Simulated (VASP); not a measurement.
Write the native input for VASP 6.6.1 that does the following.

```
Task                   : single point
Functional             : PBE
Potentials or basis    : VASP PAW PBE potentials, release 64 (Si, W_sv)
Cutoff                 : 500 eV
k mesh                 : 12 × 12 × 12
Occupations            : methfessel-paxton, width 0.025 eV
Spin                   : no spin polarisation
Dipole correction      : no
Further INCAR settings : ALGO = Normal; EDIFF = 1e-06; NBANDS = 18
```

The structure of Si2W lies in POSCAR:

```
Si2W
1.0
   -1.6069000000      1.6069000000      3.9149500000
    1.6069000000     -1.6069000000      3.9149500000
    1.6069000000      1.6069000000     -3.9149500000
Si W
2 1
Direct
    0.3347000000      0.3347000000      0.0000000000
    0.6653000000      0.6653000000      0.0000000000
    0.0000000000      0.0000000000      0.0000000000
```

These files were run (other wordings do the same):

INCAR

```
SYSTEM = Si2W
PREC = Accurate
ENCUT = 500
EDIFF = 1E-6
ISMEAR = 1
SIGMA = 0.025
LREAL = .FALSE.
LASPH = .TRUE.
NELM = 120
ALGO = Normal
ISIF = 2
LWAVE = .FALSE.
LCHARG = .TRUE.
GGA = PE
LELF = .TRUE.
LVHAR = .TRUE.
NBANDS = 18
GGA_COMPAT = .FALSE.
```

KPOINTS

```
regular mesh
0
G
  12 12 12
  0 0 0
```

Potentials or basis: VASP PAW PBE potentials, release 64 (Si, W_sv).

Run with:

```bash
$ cat potpaw_PBE.64/Si/POTCAR potpaw_PBE.64/W_sv/POTCAR > POTCAR
$ mpirun -np 1 vasp_std > vasp.out
```

Results of the run:

* Pressure: 3.3 GPa
* Largest force: 0.084 eV/Å
* Band gap on the k mesh: zero (bands 11 and 12 overlap by 1.30 eV)

Caveat: the cell stands under pressure; spin-orbit coupling is left out, which moves the levels of the heavy elements.

It took 75 s on 1 thread of Intel(R) Xeon(R) 6975P-C (Granite Rapids), on a shared host, peak memory 0.27 GiB.
